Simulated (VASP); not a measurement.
# Ge3PdRu (P6/mmm) in VASP: single point with PBE

Aim: the single point of Ge3PdRu with PBE.

Everything below comes from runs of VASP 6.6.1. Logs are shortened: lines on timing, memory, paths and dates and some standing lists are left out, and cuts for length are marked.

## Step 1: The cell of the first run

The structure is hexagonal, space group P6/mmm (No. 191). The conventional cell has a = 4.510 Å, b = 4.510 Å, c = 4.744 Å, α = 90.00°, β = 90.00°, γ = 120.00°. Ge (site symmetry mmm) has 2 Ru at 2.26 Å and 4 Ge at 2.26 Å within 3.0 Å. Within 3.0 Å of Ru (site symmetry 6/mmm) lie 6 Ge at 2.26 Å and 2 Pd at 2.37 Å. Within 3.1 Å of Pd (site symmetry 6/mmm) lie 2 Ru at 2.37 Å.

## Step 2: Single point, PBE

Input file INCAR:

```
SYSTEM = Ge3PdRu
ALGO     = Normal         ! electronic algorithm
EDIFF    = 1E-6           ! SCF threshold, eV
ENCUT    = 520            ! plane-wave cutoff, eV
GGA      = PE             ! functional
ISIF     = 2              ! what is computed and relaxed
ISMEAR   = 0              ! smearing method
LASPH    = .TRUE.         ! aspherical terms in the spheres
LCHARG   = .FALSE.        ! write CHGCAR
LREAL    = .FALSE.        ! projectors in reciprocal space
LWAVE    = .FALSE.        ! write WAVECAR
NBANDS   = 41             ! bands
NELM     = 60             ! most SCF steps
PREC     = Accurate       ! precision mode
SIGMA    = 0.1            ! smearing width, eV
```

Input file KPOINTS:

```
k-points
0
G
  6 6 4
  0 0 0
```

Input file POSCAR:

```
Ge3PdRu
1.0
    4.5104431800      0.0000000000      0.0000000000
   -2.2552215900      3.9061583800      0.0000000000
    0.0000000000      0.0000000000      4.7443442700
Ge Ru Pd
3 1 1
Direct
    0.5000000000      0.0000000000      0.0000000000
    0.0000000000      0.5000000000      0.0000000000
    0.5000000000      0.5000000000      0.0000000000
    0.0000000000      0.0000000000      0.0000000000
    0.0000000000      0.0000000000      0.5000000000
```

Potentials or basis: VASP PAW PBE potentials, release 64 (Ge_d, Ru_pv, Pd).

On the command line:

```bash
cat potpaw_PBE.64/Ge_d/POTCAR potpaw_PBE.64/Ru_pv/POTCAR potpaw_PBE.64/Pd/POTCAR > POTCAR
mpirun -np 1 vasp_std > vasp.out
```

OUTCAR:

```text
SYSTEM = Ge3PdRu
   EDIFF = 1E-6
   ENCUT = 520
   GGA = PE
   ISIF = 2
   ISMEAR = 0
   LASPH = .TRUE.
   LREAL = .FALSE.
   NELM = 60
   PREC = Accurate

 ion  position               nearest neighbor table
   1  0.500  0.000  0.000-   4 2.26   4 2.26   2 2.26   3 2.26   3 2.26   2 2.26
   2  0.000  0.500  0.000-   3 2.26   3 2.26   4 2.26   4 2.26   1 2.26   1 2.26
   3  0.500  0.500  0.000-   2 2.26   2 2.26   4 2.26   1 2.26   1 2.26   4 2.26
   4  0.000  0.000  0.000-   1 2.26   1 2.26   3 2.26   2 2.26   2 2.26   3 2.26   5 2.37   5 2.37

   5  0.000  0.000  0.500-   4 2.37   4 2.37

  LATTYP: Found a hexagonal cell.
 ALAT       =     4.5104431800
 C/A-ratio  =     1.0518576736

  Lattice vectors:

 A1 = (   4.5104431800,   0.0000000000,   0.0000000000)
 A2 = (  -2.2552215900,   3.9061583800,   0.0000000000)
 A3 = (   0.0000000000,   0.0000000000,   4.7443442700)

Analysis of symmetry for initial positions (statically):
=====================================================================
 Subroutine PRICEL returns:
 Original cell was already a primitive cell.

 Routine SETGRP: Setting up the symmetry group for a
 hexagonal supercell.

 Subroutine GETGRP returns: Found 24 space group operations
 (whereof 24 operations were pure point group operations)
 out of a pool of 24 trial point group operations.

The static configuration has the point symmetry D_6h.

Analysis of symmetry for dynamics (positions and initial velocities):
=====================================================================
 Subroutine PRICEL returns:
 Original cell was already a primitive cell.

 Routine SETGRP: Setting up the symmetry group for a
 hexagonal supercell.

 Subroutine GETGRP returns: Found 24 space group operations
 (whereof 24 operations were pure point group operations)
 out of a pool of 24 trial point group operations.

The dynamic configuration has the point symmetry D_6h.

 Subroutine INISYM returns: Found 24 space group operations
 (whereof 24 operations are pure point group operations),
 and found     1 'primitive' translations

----------------------------------------------------------------------------------------

                                     Primitive cell

[... 89 lines left out ...]
   LASPH  =      T    aspherical Exc in radial PAW
   ENCUT  =  520.0 eV  38.22 Ry    6.18 a.u.   8.39  8.39  8.82*2*pi/ulx,y,z
   NELM   =     60;   NELMIN=  2; NELMDL= -5     # of ELM steps
   EDIFF  = 0.1E-05   stopping-criterion for ELM
   LREAL  =      F    real-space projection
   EDIFFG = 0.1E-04   stopping-criterion for IOM
   NSW    =      0    number of steps for IOM
   IBRION =     -1    ionic relax: 0-MD 1-quasi-New 2-CG
   NFREE  =      0    steps in history (QN), initial steepest desc. (CG)
   ISIF   =      2    stress and relaxation
   ISYM   =      2    0-nonsym 1-usesym 2-fastsym
   POTIM  = 0.5000    time-step for ionic-motion
   TEBEG  =    0.0;   TEEND  =   0.0 temperature during run
   PSTRESS=    0.0 pullay stress
   NELECT =      66.0000    total number of electrons
   NUPDOWN=      -1.0000    fix difference up-down
   EMIN   =  10.00;   EMAX   =-10.00  energy-range for DOS
   EFERMI =   0.00;   METHOD = LEGACY
   ISMEAR =     0;   SIGMA  =   0.10  broadening in eV -4-tet -1-fermi 0-gaus
   EFERMI_NEDOS =   21; number of points for ismear=-14 and -15
   IALGO  =     38    algorithm
   IMIX   =      4    mixing-type and parameters
     AMIX     =   0.40;   BMIX     =  1.00
     AMIX_MAG =   1.60;   BMIX_MAG =  1.00
  volume/ion in A,a.u.               =      16.72       112.82
  Fermi-wavevector in a.u.,A,eV,Ry     =   1.513124  2.859389 31.151122  2.289543
  Thomas-Fermi vector in A             =   2.622957
   LORBIT       =      0    0 simple, 1 ext, 2 COOP (PROOUT), +10 PAW based schemes
   GGA     = PE    functional components
   LHFCALC =     F    Hartree Fock is set to
   AEXX    =    0.0000 exact exchange contribution
   IVDW    =     0    specifies the selected vdW correction
   LEPSILON=     F    determine dielectric tensor
   LRPA    =     F    only Hartree local field effects (RPA)
 non-spin polarized calculation
 Gauss-broadening in eV      SIGMA  =   0.10
  energy-cutoff  :      520.00
  volume of cell :       83.59
 maximum number of plane-waves:      2286
 NGX is ok and might be reduce to    36
   NGX = 17   NGY = 17   NGZ = 17

 number of electron      66.0000023 magnetization

 Free energy of the ion-electron system (eV)
  ---------------------------------------------------
  ext. energy  EPLUGINS =         0.00000000
  ---------------------------------------------------
  free energy    TOTEN  =       -19.49302693 eV

  energy without entropy =      -19.47288574  energy(sigma->0) =      -19.48295633

 E-fermi :   8.7510     XC(G=0): -11.6028

 val. band max:        8.7422046637   @ k =   0.0000   0.0000   0.0000
 cond. band min:       8.8647098663   @ k =   0.3333   0.3333   0.0000
 fundamental gap:      0.1225052027
 Fermi energy:         8.7510297194

 k-point     1 :       0.0000    0.0000    0.0000
  band No.  band energies     occupation
      1     -35.3307      2.00000
      2     -35.3307      2.00000
      3     -34.5132      2.00000
      4     -18.2819      2.00000
      5     -18.0927      2.00000
      6     -18.0927      2.00000
[... 913 lines left out ...]
     40      15.9652      0.00000
     41      15.9652      0.00000

------------------------ aborting loop because EDIFF is reached ----------------------------------------

  FORCE on cell =-STRESS in cart. coord.  units (eV):
  Direction    XX          YY          ZZ          XY          YZ          ZX
  --------------------------------------------------------------------------------------
  -------------------------------------------------------------------------------------
  Total       39.1468415     39.1468416     15.7453735      0.0000000      0.0000000      0.0000000
  in kB      750.3468256    750.3468271    301.7993427      0.0000000      0.0000000      0.0000000
  external PRESSURE =     600.8309985 kB  Pullay stress =       0.0000000 kB

 VOLUME and BASIS-vectors are now :
 -----------------------------------------------------------------------------
  energy-cutoff  :      520.00
  volume of cell :       83.59
      direct lattice vectors                 reciprocal lattice vectors
     4.510443180  0.000000000  0.000000000     0.221707704  0.128003002  0.000000000
    -2.255221590  3.906158380  0.000000000     0.000000000  0.256006005  0.000000000
     0.000000000  0.000000000  4.744344270     0.000000000  0.000000000  0.210777284

 POSITION                                       TOTAL-FORCE (eV/Angst)
 -----------------------------------------------------------------------------------
      2.25522      0.00000      0.00000         0.000000      0.000000      0.000000
     -1.12761      1.95308      0.00000         0.000000      0.000000      0.000000
      1.12761      1.95308      0.00000         0.000000      0.000000      0.000000
      0.00000      0.00000      0.00000        -0.000000      0.000000      0.000000
      0.00000      0.00000      2.37217         0.000000      0.000000      0.000000
 -----------------------------------------------------------------------------------
    total drift:                                0.000000      0.000000     -0.000000

  FREE ENERGIE OF THE ION-ELECTRON SYSTEM (eV)
  ---------------------------------------------------
  free  energy   TOTEN  =       -19.4930269294 eV

  energy  without entropy=      -19.4728857359  energy(sigma->0) =      -19.48295633
```

OSZICAR:

```text
N       E                     dE             d eps       ncg     rms          rms(c)
DAV:   1     0.789588396034E+03    0.78959E+03   -0.32526E+04  2218   0.430E+03
DAV:   2     0.101717365709E+03   -0.68787E+03   -0.65946E+03  1730   0.990E+02
DAV:   3    -0.134761238274E+02   -0.11519E+03   -0.11230E+03  1915   0.231E+02
DAV:   4    -0.201723904894E+02   -0.66963E+01   -0.66419E+01  1954   0.655E+01
DAV:   5    -0.203679192178E+02   -0.19553E+00   -0.19545E+00  2128   0.110E+01    0.258E+01
DAV:   6    -0.198298662861E+02    0.53805E+00   -0.71754E-01  2359   0.790E+00    0.146E+01
DAV:   7    -0.201319179703E+02   -0.30205E+00   -0.31912E+00  2243   0.106E+01    0.690E+00
DAV:   8    -0.195561764180E+02    0.57574E+00   -0.96337E-01  2041   0.751E+00    0.197E+00
DAV:   9    -0.194981229380E+02    0.58053E-01   -0.16543E-01  1885   0.232E+00    0.553E-01
DAV:  10    -0.194934326423E+02    0.46903E-02   -0.15064E-02  2112   0.684E-01    0.272E-01
DAV:  11    -0.194932061347E+02    0.22651E-03   -0.27352E-03  1956   0.505E-01    0.161E-01
DAV:  12    -0.194930498193E+02    0.15632E-03   -0.10809E-03  2262   0.223E-01    0.554E-02
DAV:  13    -0.194930268235E+02    0.22996E-04   -0.15519E-04  1834   0.870E-02    0.198E-02
DAV:  14    -0.194930269294E+02   -0.10585E-06   -0.96085E-06  1904   0.200E-02
   1 F= -.19493027E+02 E0= -.19482956E+02  d E =-.201412E-01
```

stdout:

```text
POSCAR found type information on POSCAR GeRuPd
 POSCAR found :  3 types and       5 ions
 scaLAPACK will be used
 LDA part: xc-table for (Slater+PW92), standard interpolation
 POSCAR, INCAR and KPOINTS ok, starting setup
 FFT: planning ... GRIDC
 FFT: planning ... GRID_SOFT
 FFT: planning ... GRID
 WAVECAR not read
 entering main loop
```

Wall time 43 s (1 thread of Intel Xeon Platinum 8488C (Sapphire Rapids), shared host); peak memory 0.24 GiB.

What came out:

```yaml
Free_energy: -19.4930 eV
Pressure: 60.1 GPa
Band_gap_on_the_k_mesh: zero (band 33 reaches 9.15 eV, above the bottom of band 34 at 8.27 eV)
```
